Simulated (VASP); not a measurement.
Here is a VASP 6.6.1 calculation.

File INCAR:

```
SYSTEM = CdSe
ALGO = Normal
EDIFF = 1E-6
ENCUT = 520
GGA = PE
ISIF = 2
ISMEAR = -1
LASPH = .TRUE.
LCHARG = .FALSE.
LREAL = .FALSE.
LWAVE = .FALSE.
NBANDS = 16
NELM = 60
PREC = Accurate
SIGMA = 0.02
```

File KPOINTS:

```
k-points
0
G
  8 8 8
  0 0 0
```

File POSCAR:

```
CdSe
1.0
    0.0000000000      3.0678016992      3.0678016992
    3.0678016992      0.0000000000      3.0678016992
    3.0678016992      3.0678016992      0.0000000000
Cd Se
1 1
Direct
    0.0000000000      0.0000000000      0.0000000000
    0.7500000000      0.7500000000      0.7500000000
```

Potentials or basis: VASP PAW PBE potentials, release 64 (Cd, Se).

Command:

```console
$ cat potpaw_PBE.64/Cd/POTCAR potpaw_PBE.64/Se/POTCAR > POTCAR
$ mpirun -np 1 vasp_std > vasp.out
```

(1) Predict the pressure.

(2) Estimate the band gap on the k mesh.

Answers

(1) 1.7 GPa.

(2) 0.55 eV.
